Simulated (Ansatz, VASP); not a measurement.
# Cu in VASP and in Ansatz

Contents of INCAR:

```
SYSTEM = Cu
ALGO = Normal
EDIFF = 1E-8
ENCUT = 520
ISIF = 2
ISMEAR = -1
LASPH = .TRUE.
LCHARG = .FALSE.
LEFG = .TRUE.
LREAL = .FALSE.
LWAVE = .FALSE.
NBANDS = 12
NELM = 80
PREC = Accurate
SIGMA = 0.05
```

File KPOINTS:

```
k-points
0
G
  17 17 17
  0 0 0
```

The input POSCAR:

```
Cu
1.0
    0.0000000000      1.7887153358      1.7887153358
    1.7887153358      0.0000000000      1.7887153358
    1.7887153358      1.7887153358      0.0000000000
Cu
1
Direct
    0.0000000000      0.0000000000      0.0000000000
```

Input for Ansatz:

```yaml
crystal:
  lattice:
    - [0.0, 1.7887153358, 1.7887153358]
    - [1.7887153358, 0.0, 1.7887153358]
    - [1.7887153358, 1.7887153358, 0.0]
  atoms:
    - { symbol: Cu, position: [0.0, 0.0, 0.0] }
kpoints:
  mp_grid: { grid: [17, 17, 17] }
  band_path:
    path:
      - [0.0, 0.0, 0.0]
      - [0.5, 0.0, 0.5]
      - [0.625, 0.25, 0.625]
      - [0.375, 0.375, 0.75]
      - [0.0, 0.0, 0.0]
      - [0.5, 0.5, 0.5]
      - [0.5, 0.25, 0.75]
      - [0.5, 0.0, 0.5]
    npoints: 5
scf:
  occupations: { method: fermi_dirac, width: 0.05 }
hamiltonian:
  xc: lda
  pseudopotentials: { kind: paw }
output:
  forces: true
  stress: true
  eigenvalues: true
  efg: { contact_densities: true }
```

Alike in both runs: task electric field gradients; functional LDA; k mesh 17 × 17 × 17; occupations fermi-dirac, width 0.05 eV; no spin polarisation.

```csv
,VASP,Ansatz
version,VASP 6.6.1,Ansatz 0.2.0
potentials or method,"VASP PAW LDA potentials, release 64 (Cu)","PAW with Ansatz's default frozen-core files, scalar-relativistic"
plane-wave cutoff (eV),520,420
valence electrons in the cell,11,19
```

|  | VASP | Ansatz | Ansatz less VASP |
| --- | --- | --- | --- |
| pressure (GPa) | -7.7 | -8.5 | -0.82 |

LDA's correlation is that of Perdew and Zunger in VASP and of Perdew and Wang (1992) in Ansatz. VASP's potentials hold 11 valence electrons a cell and Ansatz's 19, so a difference there can come from the potentials and not from the codes.
